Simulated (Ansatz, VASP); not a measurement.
CdSe in VASP and in Ansatz

```
Cd Se
1.0
     4.34001    0.00000    0.00000
    -2.17000    3.75856    0.00000
     0.00000    0.00000    7.07843
Cd Se
2 2
Direct
  0.66667 0.33333 0.49998
  0.33333 0.66667 0.99998
  0.66667 0.33333 0.87588
  0.33333 0.66667 0.37588
```

Change from the starting cell: strained cell.

Alike in both runs: functional LDA; k mesh 9 × 9 × 4; occupations gaussian, width 0.02 eV; no spin polarisation.

Ansatz relaxed the structure, and its values are those at the end. VASP's run is a single point on that final structure, the one shown.

|  | VASP | Ansatz |
| --- | --- | --- |
| version | VASP 6.6.1 | Ansatz 0.2.0 |
| potentials or method | VASP PAW LDA potentials, release 64 (Cd, Se), cutoff 520 eV | scalar-relativistic, plane waves, PAW |
| valence electrons in the cell | 36 | 72 |

Ansatz gave:

```
gap on the k mesh at the Fermi level (eV) : 0.33
least direct gap on the mesh (eV)         : 0.33
pressure (GPa)                            : -3.1
```

Problem. Estimate VASP's values.

Solution. gap on the k mesh at the Fermi level (eV): 0.36; least direct gap on the mesh (eV): 0.36; pressure (GPa): -2.7.

Ansatz warns that its potentials were made for another functional, while VASP's fit it. LDA's correlation is that of Perdew and Zunger in VASP and of Perdew and Wang (1992) in Ansatz. VASP's potentials hold 36 valence electrons a cell and Ansatz's 72, so a difference there can come from the potentials and not from the codes. Ansatz's warnings: stress scf threshold loose.
